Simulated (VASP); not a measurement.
## Si62B (a cell with a defect): single point with LDA

System: Si62B (a cell with a defect).

```
Si B
1.0
    10.86000    0.00000    0.00000
     0.00000   10.86000    0.00000
     0.00000    0.00000   10.86000
Si B
62 1
Direct
  0.50158 0.99957 0.00076
  0.62785 0.12646 0.12754
  0.75055 0.24945 0.99948
  0.87354 0.37215 0.12754
  0.75361 0.99800 0.24800
  0.00055 0.99945 0.99833
  0.12644 0.12350 0.12356
  0.25148 0.25026 0.99852
  0.37673 0.37313 0.12709
  0.50002 0.49998 0.00180
  0.62687 0.62327 0.12709
  0.74974 0.74852 0.99852
  0.87650 0.87356 0.12356
  0.25167 0.99945 0.24945
  0.37609 0.12480 0.37480
  0.50472 0.25099 0.25510
  0.63470 0.36530 0.38959
  0.74901 0.49528 0.25510
  0.87520 0.62391 0.37480
  0.50472 0.00510 0.50099
  0.63470 0.13959 0.61530
  0.86041 0.36530 0.61530
  0.74901 0.00510 0.74528
  0.87520 0.12480 0.87391
  0.00043 0.49842 0.00076
  0.12571 0.62384 0.12429
  0.25072 0.74928 0.99928
  0.37616 0.87429 0.12429
  0.00200 0.24639 0.24800
  0.12246 0.37215 0.37646
  0.24924 0.49842 0.24957
  0.37660 0.62340 0.37450
  0.50158 0.75076 0.24957
  0.62785 0.87754 0.37646
  0.00200 0.99800 0.49639
  0.12246 0.12646 0.62215
  0.25052 0.24945 0.49945
  0.37437 0.37545 0.62545
  0.50148 0.49852 0.50135
  0.62455 0.62563 0.62545
  0.75055 0.74948 0.49945
  0.87354 0.87754 0.62215
  0.24924 0.99957 0.74842
  0.37660 0.12450 0.87340
  0.50148 0.25135 0.74852
  0.62455 0.37545 0.87563
  0.74865 0.49852 0.74852
  0.87550 0.62340 0.87340
  0.00055 0.74833 0.24945
  0.12644 0.87356 0.37350
  0.99490 0.49528 0.50099
  0.12291 0.62327 0.62313
  0.25148 0.74852 0.50026
  0.37673 0.87709 0.62313
  0.99490 0.25099 0.74528
  0.12291 0.37313 0.87327
  0.24820 0.49998 0.74998
  0.37545 0.62455 0.87455
  0.50002 0.75180 0.74998
  0.62687 0.87709 0.87327
  0.00043 0.75076 0.74842
  0.12571 0.87429 0.87384
  0.71835 0.28165 0.53165
```

```yaml
Program: VASP 6.6.1
Task: single point
Functional: LDA
Potentials_or_basis: VASP PAW LDA potentials, release 64 (Si, B)
Cutoff: 520 eV
k_mesh: 1 × 1 × 1
Occupations: fermi-dirac, width 0.05 eV
Spin: collinear spin, zero start
Dipole_correction: no
Charge: -2
Further_INCAR_settings: LREAL = Auto; ALGO = Normal; EDIFF = 1e-07; NBANDS = 166; NELECT = 253.0
```

* Largest force: 0.022 eV/Å
* Net moment: 0.00 μB per cell
* Valence electrons inside the program's atomic spheres: Si 1.70, 1.72, 1.67, 1.71 (each value once); B 1.79

Forces on the atoms (eV/Å):
```
Si   0.001 -0.014 -0.005
Si  -0.005  0.008  0.000
Si  -0.004  0.004  0.006
Si  -0.008  0.005  0.000
Si   0.006  0.012  0.012
Si   0.002 -0.002 -0.004
Si  -0.002 -0.006  0.002
Si  -0.009  0.010  0.009
Si   0.010  0.005  0.007
Si   0.009 -0.009 -0.014
Si  -0.005 -0.010  0.007
Si  -0.010  0.009  0.009
Si   0.006  0.002  0.002
Si   0.004 -0.002 -0.002
Si  -0.001  0.003  0.003
Si   0.006 -0.006 -0.014
Si  -0.008  0.008 -0.002
Si   0.006 -0.006 -0.014
Si  -0.003  0.001  0.003
Si   0.006 -0.014 -0.006
Si  -0.008 -0.002  0.008
Si   0.002  0.008  0.008
Si   0.006 -0.014 -0.006
Si  -0.003  0.003  0.001
Si   0.014 -0.001 -0.005
Si  -0.001 -0.004  0.001
Si  -0.003  0.003  0.003
Si   0.004  0.001  0.001
Si  -0.012 -0.006  0.012
Si   0.000  0.005  0.008
Si   0.005 -0.001 -0.014
Si  -0.010  0.010  0.005
Si   0.001 -0.005 -0.014
Si  -0.005  0.000  0.008
Si  -0.012  0.012 -0.006
Si   0.000  0.008  0.005
Si  -0.006  0.004  0.004
Si  -0.005  0.003  0.003
Si   0.015 -0.015  0.006
Si  -0.003  0.005  0.003
Si  -0.004  0.006  0.004
Si  -0.008  0.000  0.005
Si   0.005 -0.014 -0.001
Si  -0.010  0.005  0.010
Si   0.015  0.006 -0.015
Si  -0.003  0.003  0.005
Si  -0.006 -0.015 -0.015
Si  -0.005  0.010  0.010
Si   0.002 -0.004 -0.002
Si  -0.002  0.002 -0.006
Si   0.014 -0.006 -0.006
Si  -0.007 -0.010  0.005
Si  -0.009  0.009  0.010
Si   0.010  0.007  0.005
Si   0.014 -0.006 -0.006
Si  -0.007  0.005 -0.010
Si   0.014 -0.009 -0.009
Si  -0.009  0.009  0.009
Si   0.009 -0.014 -0.009
Si  -0.005  0.007 -0.010
Si   0.014 -0.005 -0.001
Si  -0.001  0.001 -0.004
B   -0.004  0.004  0.004
```

Levels at points of the mesh, in eV from the Fermi level:
Spin up:
```csv
k point,band 121,band 122,band 123,band 124,band 125,band 126,band 127,band 128,band 129,band 130
"(0.00, 0.00, 0.00)",-1.64,-1.64,-0.81,-0.81,-0.81,0.02,0.03,0.03,0.10,0.10
```
Spin down:
```tsv
k point	band 121	band 122	band 123	band 124	band 125	band 126	band 127	band 128	band 129	band 130
(0.00, 0.00, 0.00)	-1.64	-1.64	-0.81	-0.81	-0.81	0.02	0.03	0.03	0.10	0.10
```

It took 18 min on 1 thread of Intel(R) Xeon(R) Platinum 8259CL CPU @ 2.50GHz (Skylake/Cascade Lake), on a shared host, peak memory 0.92 GiB.

Caveat: the k points lie up to 0.58 Å⁻¹ apart; the cell carries a net charge on a neutralising background, which shifts energy and pressure; the cell is charged against a uniform background, so pressure and absolute levels hang on convention; no moment was typed at the start, so none could form.
